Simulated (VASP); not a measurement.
Write the native input for VASP 6.6.1 that does the following.

```
Task                   : single point
Functional             : PBE
Potentials or basis    : VASP PAW PBE potentials, release 64 (Ru_pv, Cl)
Cutoff                 : 520 eV
k mesh                 : 10 × 6 × 1
Occupations            : gaussian, width 0.1 eV
Spin                   : no spin polarisation
Dipole correction      : yes
Further INCAR settings : ALGO = Normal; EDIFF = 1e-07; NBANDS = 54
```

The structure of Ru6Cl lies in POSCAR:

```
Ru6Cl
1.0
    2.7197977463      0.0000000000      0.0000000000
    0.0000000000      4.2966597637      0.0000000000
    0.0000000000      0.0000000000     20.8383397203
Ru Cl
6 1
Direct
    0.0000000000      0.7500000000      0.1919538722
    0.5000000000      0.2500000000      0.2296314412
    0.5000000000      0.7500000000      0.3049865789
    0.0000000000      0.2500000000      0.3407382299
    0.0000000000      0.7500000000      0.4168575065
    0.5000000000      0.2500000000      0.4481326174
    0.6666666667      0.7500000000      0.5246580339
```

These files were run (other wordings do the same):

INCAR

```
SYSTEM = Ru6Cl
PREC = Accurate ; ENCUT = 520
EDIFF = 1E-7 ; ISMEAR = 0
SIGMA = 0.1 ; LREAL = .False.
LASPH = .True. ; NELM = 80
ALGO = Normal ; ISIF = 2
LWAVE = .False. ; LCHARG = .False.
LDIPOL = .True. ; IDIPOL = 3
DIPOL = 0.5 0.5 0.351 ; GGA = PE
NBANDS = 54
```

KPOINTS

```
Automatic mesh
0
Gamma
  10 6 1
  0 0 0
```

Potentials or basis: VASP PAW PBE potentials, release 64 (Ru_pv, Cl).

The run is started by

```sh
$ cat potpaw_PBE.64/Ru_pv/POTCAR potpaw_PBE.64/Cl/POTCAR > POTCAR
$ mpirun -np 1 vasp_std > vasp.out
```

It gave:

```json
{
 "Largest force": "1.467 eV/Å",
 "Band gap on the k mesh": "zero (an odd number of electrons rules out a gap without spin polarisation)"
}
```

Caveat: an odd number of electrons without spin polarisation forces a metal; a magnetic or distorted state may lie lower.

Run time: 5.9 min on 1 thread of Intel(R) Xeon(R) 6975P-C (Granite Rapids), with other jobs on the host, peak memory 0.44 GiB.
